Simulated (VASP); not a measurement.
Write the native input for VASP 6.6.1 that does the following.

```yaml
Task: single point
Functional: PBEsol
Potentials_or_basis: VASP PAW PBE potentials, release 64 (Cd, Se)
Cutoff: 500 eV
k_mesh: 8 × 8 × 8
Occupations: gaussian, width 0.01 eV
Spin: no spin polarisation
Dipole_correction: no
Further_INCAR_settings: ALGO = Normal; EDIFF = 1e-06; NBANDS = 16
```

The structure of CdSe (e600) lies in POSCAR:

```
CdSe
1.0
    0.0000000000      3.0106624250      3.0106624250
    3.0106624250      0.0000000000      3.0106624250
    3.0106624250      3.0106624250      0.0000000000
Cd Se
1 1
Direct
    0.0000000000      0.0000000000      0.0000000000
    0.2500000000      0.2500000000      0.2500000000
```

One way to write it, as run:

INCAR

```
SYSTEM = CdSe
ALGO = Normal ; EDIFF = 1E-6
ENCUT = 500 ; GGA = PS
GGA_COMPAT = .FALSE. ; ISIF = 2
ISMEAR = 0 ; LASPH = .TRUE.
LCHARG = .FALSE. ; LREAL = .FALSE.
LWAVE = .FALSE. ; NBANDS = 16
NELM = 120 ; PREC = Accurate
SIGMA = 0.01
```

KPOINTS

```
k-points
0
G
  8 8 8
  0 0 0
```

Potentials or basis: VASP PAW PBE potentials, release 64 (Cd, Se).

Launch:

```console
$ cat potpaw_PBE.64/Cd/POTCAR potpaw_PBE.64/Se/POTCAR > POTCAR
$ mpirun -np 1 vasp_std > vasp.out
```

It gave:

The pressure is 2.1 GPa and the band gap on the k mesh is 0.54 eV, direct.

Caveat: the PAW data sets were made with another functional, which shifts forces and pressure a little.

Run time: 17 s on 1 thread of Intel(R) Xeon(R) Platinum 8488C (Sapphire Rapids), on a shared host, peak memory 0.18 GiB.
